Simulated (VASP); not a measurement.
# MgS (Niningerite) (Fm-3m) in VASP: notebook

The runs below take MgS (Niningerite) through single point, with revPBE+D3(BJ), revPBE+D4, BLYP+D3(BJ), BLYP+D4, PBE.

Everything below comes from runs of VASP 6.6.1. Logs are shortened: lines on timing, memory, paths and dates and some standing lists are left out, and cuts for length are marked.

### Step 1. The cell of the first run

The structure is cubic, space group Fm-3m (No. 225). The conventional cell has a = 5.120 Å, b = 5.120 Å, c = 5.120 Å, α = 90.00°, β = 90.00°, γ = 90.00°. S (site symmetry m-3m) has 6 Mg at 2.56 Å within 3.4 Å. Mg (site symmetry m-3m) has 6 S at 2.56 Å within 3.4 Å.

### Step 2. Single point, revPBE+D3(BJ)

Input file INCAR:

```
SYSTEM = MgS
  ALGO = Normal
  EDIFF = 1E-7
  ENCUT = 520
  GGA = RE
  ISIF = 2
  ISMEAR = -1
  IVDW = 12
  LASPH = .True.
  LCHARG = .False.
  LREAL = .False.
  LWAVE = .False.
  NBANDS = 11
  NELM = 60
  PREC = Accurate
  SIGMA = 0.05
```

Input file KPOINTS:

```
k-points
0
Gamma
  9 9 9
  0 0 0
```

Input file POSCAR:

```
MgS
1.0
    0.0000000000      2.5600418618      2.5600418618
    2.5600418618      0.0000000000      2.5600418618
    2.5600418618      2.5600418618      0.0000000000
S Mg
1 1
Direct
    0.5000000000      0.5000000000      0.5000000000
    0.0000000000      0.0000000000      0.0000000000
```

Potentials or basis: VASP PAW PBE potentials, release 64 (S, Mg).

Command:

```sh
cat potpaw_PBE.64/S/POTCAR potpaw_PBE.64/Mg/POTCAR > POTCAR
mpirun -np 1 vasp_std > vasp.out
```

OUTCAR:

```text
SYSTEM = MgS
   EDIFF = 1E-7
   ENCUT = 520
   GGA = RE
   ISIF = 2
   ISMEAR = -1
   IVDW = 12
   LASPH = .True.
   LREAL = .False.
   NELM = 60
   PREC = Accurate
 IVDW          = 12

 ion  position               nearest neighbor table
   1  0.500  0.500  0.500-   2 2.56   2 2.56   2 2.56   2 2.56   2 2.56   2 2.56
   2  0.000  0.000  0.000-   1 2.56   1 2.56   1 2.56   1 2.56   1 2.56   1 2.56

  LATTYP: Found a face centered cubic cell.
 ALAT       =     5.1200837236

  Lattice vectors:

 A1 = (   0.0000000000,   2.5600418618,   2.5600418618)
 A2 = (   2.5600418618,   0.0000000000,   2.5600418618)
 A3 = (   2.5600418618,   2.5600418618,   0.0000000000)

Analysis of symmetry for initial positions (statically):
=====================================================================
 Subroutine PRICEL returns:
 Original cell was already a primitive cell.

 Routine SETGRP: Setting up the symmetry group for a
 face centered cubic supercell.

 Subroutine GETGRP returns: Found 48 space group operations
 (whereof 48 operations were pure point group operations)
 out of a pool of 48 trial point group operations.

The static configuration has the point symmetry O_h .

Analysis of symmetry for dynamics (positions and initial velocities):
=====================================================================
 Subroutine PRICEL returns:
 Original cell was already a primitive cell.

 Routine SETGRP: Setting up the symmetry group for a
 face centered cubic supercell.

 Subroutine GETGRP returns: Found 48 space group operations
 (whereof 48 operations were pure point group operations)
 out of a pool of 48 trial point group operations.

The dynamic configuration has the point symmetry O_h .

 Subroutine INISYM returns: Found 48 space group operations
 (whereof 48 operations are pure point group operations),
 and found     1 'primitive' translations

----------------------------------------------------------------------------------------

                                     Primitive cell

  volume of cell :      33.5561

  direct lattice vectors                    reciprocal lattice vectors
     0.000000000  2.560041862  2.560041862    -0.195309306  0.195309306  0.195309306
     2.560041862  0.000000000  2.560041862     0.195309306 -0.195309306  0.195309306
     2.560041862  2.560041862  0.000000000     0.195309306  0.195309306 -0.195309306

  length of vectors
     3.620445921  3.620445921  3.620445921     0.338285642  0.338285642  0.338285642

  position of ions in fractional coordinates (direct lattice)
     0.500000000  0.500000000  0.500000000
     0.000000000  0.000000000  0.000000000

  ion indices of the primitive-cell ions
   primitive index   ion index
                 1           1
                 2           2

----------------------------------------------------------------------------------------

 KPOINTS: k-points

Automatic generation of k-mesh.
 Grid dimensions read from file:
 generate k-points for:    9    9    9

 Generating k-lattice:

  Cartesian coordinates                     Fractional coordinates (reciprocal lattice)
    -0.021701034  0.021701034  0.021701034     0.111111111  0.000000000  0.000000000
     0.021701034 -0.021701034  0.021701034     0.000000000  0.111111111  0.000000000
     0.021701034  0.021701034 -0.021701034     0.000000000  0.000000000  0.111111111

  Length of vectors
     0.037587294  0.037587294  0.037587294

  Shift w.r.t. Gamma in fractional coordinates (k-lattice)
     0.000000000  0.000000000  0.000000000

 Subroutine IBZKPT returns following result:
 ===========================================

 Found     35 irreducible k-points:

 Following reciprocal coordinates:
            Coordinates               Weight
  0.000000  0.000000  0.000000      1.000000
  0.111111  0.000000  0.000000      8.000000
  0.222222  0.000000  0.000000      8.000000
  0.333333  0.000000  0.000000      8.000000
  0.444444  0.000000  0.000000      8.000000
  0.111111  0.111111  0.000000      6.000000
[... 16 lines left out ...]
 -0.333333  0.333333  0.000000     12.000000
  0.444444  0.444444  0.000000      6.000000
 [... further k-points ...]
   k-points           NKPTS =     35   k-points in BZ     NKDIM =     35   number of bands    NBANDS=     11
   number of dos      NEDOS =    301   number of ions     NIONS =      2
   total plane-waves  NPLWV =  21952
   dimension x,y,z NGX =    28 NGY =   28 NGZ =   28
   dimension x,y,z NGXF=    56 NGYF=   56 NGZF=   56
   ions per type =               1   1
   NGX,Y,Z   is equivalent  to a cutoff of  12.86, 12.86, 12.86 a.u.
   NGXF,Y,Z  is equivalent  to a cutoff of  25.71, 25.71, 25.71 a.u.
 SYSTEM =  MgS
   PREC   = accura    normal or accurate (medium, high low for compatibility)
   ISTART =      0    job   : 0-new  1-cont  2-samecut
   ICHARG =      2    charge: 1-file 2-atom 10-const
   ISPIN  =      1    spin polarized calculation?
   LNONCOLLINEAR =      F non collinear calculations
[... 62 lines left out ...]
      3       4.2387      2.00000
      4       4.2387      2.00000
      5       8.4664      0.00000
      6      12.1854      0.00000
      7      12.1854      0.00000
      8      12.1854      0.00000
      9      14.6528      0.00000
     10      14.6528      0.00000
     11      16.9491      0.00000

 k-point     2 :       0.1111    0.0000    0.0000
  band No.  band energies     occupation
      1      -8.5736      2.00000
      2       3.3622      2.00000
      3       4.1489      2.00000
      4       4.1489      2.00000
      5       9.1189      0.00000
      6      11.9352      0.00000
      7      12.4189      0.00000
      8      12.4189      0.00000
      9      14.1436      0.00000
     10      14.1436      0.00000
     11      17.4780      0.00000

 k-point     3 :       0.2222    0.0000    0.0000
  band No.  band energies     occupation
      1      -8.2148      2.00000
      2       1.7412      2.00000
      3       3.9413      2.00000
      4       3.9413      2.00000
      5       9.5102      0.00000
      6      12.3103      0.00000
      7      12.3103      0.00000
      8      12.5304      0.00000
      9      14.3396      0.00000
     10      14.3396      0.00000
     11      16.7875      0.00000

 k-point     4 :       0.3333    0.0000    0.0000
  band No.  band energies     occupation
      1      -7.7275      2.00000
      2       0.2418      2.00000
      3       3.7325      2.00000
      4       3.7325      2.00000
      5       9.1928      0.00000
      6      11.6868      0.00000
      7      11.6868      0.00000
      8      14.1411      0.00000
      9      15.9040      0.00000
     10      15.9040      0.00000
     11      16.1923      0.00000

 k-point     5 :       0.4444    0.0000    0.0000
  band No.  band energies     occupation
      1      -7.3380      2.00000
      2      -0.6886      2.00000
      3       3.6086      2.00000
      4       3.6086      2.00000
      5       8.9506      0.00000
      6      11.3070      0.00000
      7      11.3070      0.00000
      8      15.0131      0.00000
      9      16.5446      0.00000
     10      18.0255      0.00000
     11      18.0255      0.00000
[... 211 lines left out ...]
 k-point    21 :       0.4444    0.3333    0.0000
  band No.  band energies     occupation
      1      -7.1179      2.00000
      2       0.2218      2.00000
      3       2.2463      2.00000
      4       2.6769      2.00000
      5       8.0652      0.00000
      6       9.3169      0.00000
      7      14.7591      0.00000
      8      15.2419      0.00000
      9      17.4191      0.00000
     10      18.4121      0.00000
     11      21.3359      0.00000

 k-point    22 :      -0.4444    0.3333    0.0000
  band No.  band energies     occupation
      1      -6.9123      2.00000
      2       0.1512      2.00000
      3       1.3036      2.00000
      4       2.7545      2.00000
      5       8.2527      0.00000
      6      10.6478      0.00000
      7      14.3087      0.00000
      8      14.4933      0.00000
      9      17.2362      0.00000
     10      18.5581      0.00000
     11      21.2898      0.00000

 k-point    23 :      -0.3333    0.3333    0.0000
  band No.  band energies     occupation
      1      -6.9448      2.00000
      2       0.4373      2.00000
      3       0.7190      2.00000
      4       3.0188      2.00000
      5       8.8118      0.00000
      6      12.2119      0.00000
      7      13.3859      0.00000
      8      13.7256      0.00000
      9      16.4358      0.00000
     10      16.8110      0.00000
     11      21.5940      0.00000

 k-point    24 :       0.4444    0.4444    0.0000
  band No.  band energies     occupation
      1      -6.9426      2.00000
      2      -0.0863      2.00000
      3       2.4945      2.00000
      4       2.4945      2.00000
      5       7.3639      0.00000
      6       8.5864      0.00000
      7      16.4499      0.00000
      8      17.0803      0.00000
      9      17.7717      0.00000
     10      17.7717      0.00000
     11      20.7675      0.00000

 [... further k-points ...]

------------------------ aborting loop because EDIFF is reached ----------------------------------------

 Edisp (eV)   -1.46508

 E8    (eV) :    -0.9905

  FORCE on cell =-STRESS in cart. coord.  units (eV):
  Direction    XX          YY          ZZ          XY          YZ          ZX
  --------------------------------------------------------------------------------------
  -------------------------------------------------------------------------------------
  Total      -0.07545    -0.07545    -0.07545     0.00000    -0.00000     0.00000
  in kB      -3.60224    -3.60224    -3.60224     0.00000    -0.00000     0.00000
  external pressure =       -3.60 kB  Pullay stress =        0.00 kB

 VOLUME and BASIS-vectors are now :
 -----------------------------------------------------------------------------
  energy-cutoff  :      520.00
  volume of cell :       33.56
      direct lattice vectors                 reciprocal lattice vectors
     0.000000000  2.560041862  2.560041862    -0.195309306  0.195309306  0.195309306
     2.560041862  0.000000000  2.560041862     0.195309306 -0.195309306  0.195309306
     2.560041862  2.560041862  0.000000000     0.195309306  0.195309306 -0.195309306

 POSITION                                       TOTAL-FORCE (eV/Angst)
 -----------------------------------------------------------------------------------
      2.56004      2.56004      2.56004         0.000000     -0.000000      0.000000
      0.00000      0.00000      0.00000        -0.000000      0.000000     -0.000000
 -----------------------------------------------------------------------------------
    total drift:                                0.000000      0.000000      0.000000

  FREE ENERGIE OF THE ION-ELECTRON SYSTEM (eV)
  ---------------------------------------------------
  free  energy   TOTEN  =        -9.4422202071 eV

  energy  without entropy=       -9.4422202070  energy(sigma->0) =       -9.44222021
```

It took 7.3 s on 1 thread of AMD EPYC 9R45 (Zen 5), shared host; peak memory 0.14 GiB.

What came out:

| Quantity | Value |
| --- | --- |
| Free energy | -9.4422 eV |
| Pressure | -0.4 GPa |
| Band gap on the k mesh | 3.13 eV, indirect (least direct gap 4.23 eV) |
| Dispersion energy per atom | -0.733 eV |

Caveat: the PAW data sets were made with another functional, which shifts forces and pressure a little.

### Step 3. Single point, revPBE+D4

This run uses another cell than the first one, of 17.08 Å³/atom, 1.018 times its volume.

Input file INCAR:

```
SYSTEM = MgS
  PREC = Accurate
  ENCUT = 520
  EDIFF = 1E-7
  ISMEAR = -1
  SIGMA = 0.05
  LREAL = .False.
  LASPH = .True.
  NELM = 60
  ALGO = Normal
  ISIF = 2
  LWAVE = .False.
  LCHARG = .True.
  GGA = RE
  IVDW = 13
  LELF = .True.
  LVHAR = .True.
  NBANDS = 11
```

Input file KPOINTS:

```
regular mesh
0
Gamma
  9 9 9
  0 0 0
```

Input file POSCAR:

```
MgS
1.0
    0.0000000000      2.5752962522      2.5752962522
    2.5752962522      0.0000000000      2.5752962522
    2.5752962522      2.5752962522      0.0000000000
S Mg
1 1
Direct
    0.5000000000      0.5000000000      0.5000000000
    0.0000000000      0.0000000000      0.0000000000
```

Potentials or basis: VASP PAW PBE potentials, release 64 (S, Mg).

Command:

```sh
cat potpaw_PBE.64/S/POTCAR potpaw_PBE.64/Mg/POTCAR > POTCAR
mpirun -np 1 vasp_std > vasp.out
```

Run time: 8 s. Hardware: 1 thread of AMD EPYC 9R45 (Zen 5), shared host; peak memory 0.13 GiB.

The run converged. Its results:

```
Free energy                : -9.0984 eV
Pressure                   : -0.4 GPa
Band gap on the k mesh     : 3.09 eV, indirect (least direct gap 4.08 eV)
Dispersion energy per atom : -0.549 eV
```

Levels at points of the mesh, in eV from the valence-band top:
```csv
k point,band 1,band 2,band 3,band 4,band 5,band 6,band 7,band 8
"(0.00, 0.00, 0.00)",-12.83,0.00,0.00,0.00,4.08,7.96,7.96,7.96
```

Caveat: the PAW data sets were made with another functional, which shifts forces and pressure a little. A k mesh can miss the band edges.

### Step 4. Single point, BLYP+D3(BJ)

Input file INCAR:

```
SYSTEM = MgS
PREC = Accurate
ENCUT = 520
EDIFF = 1E-6
ISMEAR = -1
SIGMA = 0.05
LREAL = .False.
LASPH = .True.
NELM = 60
ALGO = Normal
ISIF = 2
LWAVE = .False.
LCHARG = .False.
GGA = B5
ALDAX = 1.0
AGGAX = 1.0
AGGAC = 1.0
ALDAC = 0.0
IVDW = 12
VDW_S6 = 1.0
VDW_S8 = 2.6996
VDW_A1 = 0.4298
VDW_A2 = 4.2359
NBANDS = 11
```

KPOINTS is that of step 3.

Input file POSCAR:

```
MgS
1.0
    0.0000000000      2.5611964527      2.5611964527
    2.5611964527      0.0000000000      2.5611964527
    2.5611964527      2.5611964527      0.0000000000
S Mg
1 1
Direct
    0.5000000000      0.5000000000      0.5000000000
    0.0000000000      0.0000000000      0.0000000000
```

Command:

```sh
cat potpaw_PBE.64/S/POTCAR potpaw_PBE.64/Mg/POTCAR > POTCAR
mpirun -np 1 vasp_std > vasp.out
```

Run time: 14 s. Hardware: 1 thread of AMD EPYC 9R45 (Zen 5), shared host; peak memory 0.14 GiB.

The run converged. Its results:

| Item | Value |
| --- | --- |
| Free energy | -9.0733 eV |
| Pressure | -0.2 GPa |
| Band gap on the k mesh | 3.08 eV, indirect (least direct gap 4.28 eV) |
| Dispersion energy per atom | -0.822 eV |

Levels at points of the mesh, in eV from the valence-band top:
| k point | band 2 | band 3 | band 4 | band 5 | band 6 | band 7 |
| --- | --- | --- | --- | --- | --- | --- |
| (0.00, 0.00, 0.00) | 0.00 | 0.00 | 0.00 | 4.28 | 8.11 | 8.11 |

Caveat: the PAW data sets were made with another functional, which shifts forces and pressure a little. A k mesh can miss the band edges.

### Step 5. Single point, BLYP+D4

This run uses another cell than the first one, of 17.27 Å³/atom, 1.029 times its volume.

Input file INCAR:

```
SYSTEM = MgS
AGGAC = 1.0
AGGAX = 1.0
ALDAC = 0.0
ALDAX = 1.0
ALGO = Normal
EDIFF = 1E-7
ENCUT = 520
GGA = B5
ISIF = 2
ISMEAR = -1
IVDW = 13
LASPH = .TRUE.
LCHARG = .TRUE.
LELF = .TRUE.
LREAL = .FALSE.
LVHAR = .TRUE.
LWAVE = .FALSE.
NBANDS = 11
NELM = 100
PREC = Accurate
SIGMA = 0.05
VDW_A1 = 0.44488865
VDW_A2 = 4.0933009
VDW_S6 = 1.0
VDW_S8 = 2.34076671
```

Input file KPOINTS:

```
k-points
0
G
  9 9 9
  0 0 0
```

Input file POSCAR:

```
MgS
1.0
    0.0000000000      2.5848264491      2.5848264491
    2.5848264491      0.0000000000      2.5848264491
    2.5848264491      2.5848264491      0.0000000000
S Mg
1 1
Direct
    0.5000000000      0.5000000000      0.5000000000
    0.0000000000      0.0000000000      0.0000000000
```

Command:

```sh
cat potpaw_PBE.64/S/POTCAR potpaw_PBE.64/Mg/POTCAR > POTCAR
mpirun -np 1 vasp_std > vasp.out
```

Run time: 14 s. Hardware: 1 thread of AMD EPYC 9R45 (Zen 5), shared host; peak memory 0.13 GiB.

It converged, with:

| Quantity | Value |
| --- | --- |
| Free energy | -8.5957 eV |
| Pressure | -0.2 GPa |
| Band gap on the k mesh | 3.01 eV, indirect (least direct gap 4.04 eV) |
| Dispersion energy per atom | -0.564 eV |

Levels at points of the mesh, in eV from the valence-band top:
```csv
k point,band 2,band 3,band 4,band 5,band 6,band 7
"(0.00, 0.00, 0.00)",0.00,0.00,0.00,4.04,8.13,8.13
```

Caveat: the PAW data sets were made with another functional, which shifts forces and pressure a little. BLYP gaps usually lie below the measured ones, often by a third to a half.

### Step 6. Single point, PBE

This run uses another cell than the first one, of 17.61 Å³/atom, 1.050 times its volume.

Input file INCAR:

```
SYSTEM = MgS
ALGO = Normal ; EDIFF = 1E-7
ENCUT = 520 ; GGA = PE
ISIF = 2 ; ISMEAR = 0
LASPH = .True. ; LCHARG = .False.
LREAL = .False. ; LWAVE = .False.
NBANDS = 11 ; NELM = 100
PREC = Accurate ; SIGMA = 0.028999999999999998
```

Input file KPOINTS:

```
k-points
0
Gamma
  9 9 9
  0 0 0
```

Input file POSCAR:

```
MgS
1.0
    0.0000000000      2.6016500000      2.6016500000
    2.6016500000      0.0000000000      2.6016500000
    2.6016500000      2.6016500000      0.0000000000
S Mg
1 1
Direct
    0.5000000000      0.5000000000      0.5000000000
    0.0000000000      0.0000000000      0.0000000000
```

Potentials or basis: VASP PAW PBE potentials, release 64 (S, Mg).

Command:

```sh
cat potpaw_PBE.64/S/POTCAR potpaw_PBE.64/Mg/POTCAR > POTCAR
mpirun -np 1 vasp_std > vasp.out
```

It took 7.5 s on 1 thread of AMD EPYC 9R45 (Zen 5), shared host; peak memory 0.13 GiB.

It converged, with:

| Quantity | Value |
| --- | --- |
| Free energy | -8.5020 eV |
| Pressure | 0.9 GPa |
| Band gap on the k mesh | 2.91 eV, indirect (least direct gap 3.71 eV) |

Levels at points of the mesh, in eV from the valence-band top:
| k point | band 2 | band 3 | band 4 | band 5 | band 6 | band 7 |
| --- | --- | --- | --- | --- | --- | --- |
| (0.00, 0.00, 0.00) | 0.00 | 0.00 | 0.00 | 3.71 | 7.95 | 7.95 |

A k mesh can miss the band edges.

### Step 7. Overview

| level | cell | smearing | gap on the mesh (eV) | pressure (GPa) |
| --- | --- | --- | --- | --- |
| revPBE+D3(BJ) | a = 3.620 Å, angles 60.0°, 2 atoms | fermi-dirac 0.05 eV | 3.13 | -0.4 |
| revPBE+D4 | a = 3.642 Å, angles 60.0°, 2 atoms | fermi-dirac 0.05 eV | 3.09 | -0.4 |
| BLYP+D3(BJ) | a = 3.622 Å, angles 60.0°, 2 atoms | fermi-dirac 0.05 eV | 3.08 | -0.2 |
| BLYP+D4 | a = 3.655 Å, angles 60.0°, 2 atoms | fermi-dirac 0.05 eV | 3.01 | -0.2 |
| PBE | a = 3.679 Å, angles 60.0°, 2 atoms | gaussian 0.029 eV | 2.91 | 0.9 |

Alike in all rows: task single point; potentials or basis VASP PAW PBE potentials, release 64 (S, Mg); no spin polarisation; k mesh 9 × 9 × 9; cutoff (eV) 520.

Caveats: the PAW data sets were made with another functional, which shifts forces and pressure a little (some runs).

Absolute energies hang on the potentials; compare differences alone.
